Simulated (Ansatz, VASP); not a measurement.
**One calculation of AgCl, two programs**

File INCAR:

```
SYSTEM = AgCl
PREC = Accurate ; ENCUT = 520
EDIFF = 1E-7 ; ISMEAR = 0
SIGMA = 0.05 ; LREAL = .False.
LASPH = .True. ; NELM = 80
ALGO = Normal ; ISIF = 2
LWAVE = .False. ; LCHARG = .True.
GGA = PS ; LELF = .True.
LVHAR = .True. ; NBANDS = 26
```

Contents of KPOINTS:

```
Automatic mesh
0
Gamma
  10 10 6
  0 0 0
```

The input POSCAR:

```
AgCl
1.0
    3.3311591989      0.0000000000      0.0000000000
    0.0000000000      3.3311591989      0.0000000000
    0.0000000000      0.0000000000      6.6623183978
Ag Cl
2 2
Direct
   -0.1675092563      0.0000000000      0.0000000000
    0.1675092563      0.0000000000      0.5000000000
    0.5000000000      0.5000000000      0.2500000000
    0.5000000000      0.5000000000      0.7500000000
```

Input for Ansatz:

```yaml
crystal:
  lattice:
    - [3.3311591989, 0.0, 0.0]
    - [0.0, 3.3311591989, 0.0]
    - [0.0, 0.0, 6.6623183978]
  atoms:
    - { symbol: Ag, position: [-0.1675092563, 0.0, 0.0] }
    - { symbol: Ag, position: [0.1675092563, 0.0, 0.5] }
    - { symbol: Cl, position: [0.5, 0.5, 0.25] }
    - { symbol: Cl, position: [0.5, 0.5, 0.75] }
basis:
  ecutwfc: 420
kpoints:
  mp_grid: { grid: [10, 10, 6] }
hamiltonian:
  xc: pbesol
scf:
  occupations: { method: gaussian, width: 0.05 }
output:
  forces: true
  stress: true
  eigenvalues: true
```

Change from the starting cell: mode 1 frozen in at +0.000 Å and mode 6 at -0.558 Å (largest displacements).

Alike in both runs: task single point; functional PBEsol; k mesh 10 × 10 × 6; occupations gaussian, width 0.05 eV; no spin polarisation.

```csv
,VASP,Ansatz
version,VASP 6.6.1,Ansatz 0.2.0
potentials or method,"VASP PAW PBE potentials, release 64 (Ag, Cl), cutoff 520 eV","scalar-relativistic, plane waves, PAW"
valence electrons in the cell,36,52
```

|  | VASP | Ansatz | Ansatz less VASP |
| --- | --- | --- | --- |
| gap on the k mesh at the Fermi level (eV) | none | none | - |
| pressure (GPa) | 5.1 | 5.2 | +0.12 |
| traceless stress, the component that is largest in VASP (GPa) | -3.15 | -3.16 | -0.004 |
| rms of the force components (eV/Å) | 0.165 | 0.167 | +0.0013 |

VASP's potentials were made for PBE, not for PBEsol. Atom by atom the forces differ by 0.001 eV/Å (rms over components). A gap of «none» marks a metal or a gap that the smearing closes. VASP's potentials hold 36 valence electrons a cell and Ansatz's 52, so a difference there can come from the potentials and not from the codes.
